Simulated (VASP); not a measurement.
Here is a VASP 6.6.1 calculation.

File INCAR:

```
  PREC = Accurate
  ENCUT = 520
  EDIFF = 1E-7
  ISMEAR = 0
  SIGMA = 0.1
  LREAL = F
  LASPH = T
  NELM = 80
  ALGO = Normal
  ISIF = 2
  LWAVE = F
  LCHARG = F
  GGA = PE
  NBANDS = 14
```

File KPOINTS:

```
regular mesh
0
Gamma
  15 15 15
```

Contents of POSCAR:

```
Si2Cl
1.0
    1.9403918737      1.1202857706      5.5003669454
   -1.9403918737      1.1202857706      5.5003669454
    0.0000000000     -2.2405715412      5.5003669454
Si Cl
2 1
Direct
    0.1457776347      0.1457776347      0.1457776347
    0.8542223653      0.8542223653      0.8542223653
    0.0000000000      0.0000000000      0.0000000000
```

Potentials or basis: VASP PAW PBE potentials, release 64 (Si, Cl).

Command:

```bash
$ cat potpaw_PBE.64/Si/POTCAR potpaw_PBE.64/Cl/POTCAR > POTCAR
$ mpirun -np 1 vasp_std > vasp.out
```

What does it give for the largest force?

0.015 eV/Å.

Predict the pressure.

-0.1 GPa.

Forces in eV/Å, atoms in the order of the input:
```
Si   0.000  0.000  0.015
Si   0.000  0.000 -0.015
Cl   0.000  0.000  0.000
```

Caveat: an odd number of electrons without spin polarisation forces a metal; a magnetic or distorted state may lie lower.
